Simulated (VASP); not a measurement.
Here is a VASP 6.6.1 calculation.

File INCAR:

```
PREC = Accurate
ENCUT = 600
EDIFF = 1E-6
ISMEAR = 0
SIGMA = 0.1
LREAL = False
LASPH = True
NELM = 80
ALGO = Fast
ISIF = 3
LWAVE = False
LCHARG = False
GGA = PS
IBRION = 2
NSW = 65
EDIFFG = -0.01
```

KPOINTS

```
regular mesh
0
Gamma
  18 18 7
```

POSCAR

```
Al
1.0
    2.8507880358      0.0000000000      0.0000000000
   -1.4253940179      2.4688548598      0.0000000000
    0.0000000000      0.0000000000      6.9544589679
Al
3
Direct
    0.0000000000      0.0000000000      0.0000000000
    0.3333333333      0.6666666667      0.3333333333
    0.6666666667      0.3333333333      0.6666666667
```

Potentials or basis: VASP PAW PBE potentials, release 64 (Al).

Run with:

```console
$ cat potpaw_PBE.64/Al/POTCAR > POTCAR
$ mpirun -np 1 vasp_std > vasp.out
```

Q: Predict the band gap on the k mesh.

A: Zero (an odd number of electrons rules out a gap without spin polarisation).

Q: What does it give for the space group after relaxing (to 0.1 Å)?

A: Fm-3m (No. 225).

Q: Estimate the relaxed volume.

A: 16.20 Å³/atom.

Final structure:
```
Al
1.0
     2.84408    0.00000    0.00000
    -1.42204    2.46305    0.00000
     0.00000    0.00000    6.93683
Al
3
Direct
  0.00000 0.00000 0.00000
  0.33333 0.66667 0.33333
  0.66667 0.33333 0.66667
```

Caveat: the PAW data sets were made with another functional, which shifts forces and pressure a little.
